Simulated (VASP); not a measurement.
A run of VASP 6.6.1 is set up as follows.

File INCAR:

```
PREC = Accurate
ENCUT = 500
EDIFF = 1E-6
ISMEAR = 1
SIGMA = 0.1
LREAL = F
LASPH = T
NELM = 120
ALGO = Normal
ISIF = 2
LWAVE = F
LCHARG = T
GGA = PS
LELF = T
LVHAR = T
NBANDS = 11
GGA_COMPAT = F
```

KPOINTS

```
regular mesh
0
Gamma
  23 23 23
```

POSCAR

```
Ba
1.0
   -2.5100000000      2.5100000000      2.5100000000
    2.5100000000     -2.5100000000      2.5100000000
    2.5100000000      2.5100000000     -2.5100000000
Ba
1
Direct
    0.0000000000      0.0000000000      0.0000000000
```

Potentials or basis: VASP PAW PBE potentials, release 64 (Ba_sv).

Command:

```console
$ cat potpaw_PBE.64/Ba_sv/POTCAR > POTCAR
$ mpirun -np 1 vasp_std > vasp.out
```

(1) What does it give for the band gap on the k mesh?

(2) Estimate the pressure.

Answers

(1) zero (bands 5 and 6 overlap by 0.98 eV).

(2) -0.6 GPa.

Caveat: the PAW data sets were made with another functional, which shifts forces and pressure a little; spin-orbit coupling is left out, which moves the levels of the heavy elements.
